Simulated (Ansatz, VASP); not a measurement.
**Ga6Si in VASP and in Ansatz**

```xyz
7
Lattice="6.0192 0.0000 0.0000 0.0000 6.0192 0.0000 0.0000 0.0000 6.0192" Properties=species:S:1:pos:R:3 pbc="T T T"
Ga    3.0096    3.0096    1.1659
Ga    3.0096    3.0096    4.8533
Ga    1.1659    3.0096    3.0096
Ga    4.8533    3.0096    3.0096
Ga    3.0096    1.1659    3.0096
Ga    3.0096    4.8533    3.0096
Si    0.0000    0.0000    0.0000
```

Change from the starting cell: species swapped into the CaB6 type (Pm-3m, No. 221).

Alike in both runs: functional PBE; k mesh 4 × 4 × 4; occupations gaussian, width 0.1 eV; no spin polarisation.

Ansatz relaxed the structure, and its values are those at the end. VASP's run is a single point on that final structure, the one shown.

```csv
,VASP,Ansatz
version,VASP 6.6.1,Ansatz 0.2.0
potentials or method,"VASP PAW PBE potentials, release 64 (Ga_d, Si), cutoff 520 eV","scalar-relativistic, plane waves, PAW"
valence electrons in the cell,82,82
```

```csv
,VASP,Ansatz,Ansatz less VASP
gap on the k mesh at the Fermi level (eV),none,none,-
pressure (GPa),0.0,0.0,-0.07
rms of the force components (eV/Å),0.006,0.000,-0.0058
```

A gap of «none» marks a metal or a gap that the smearing closes.
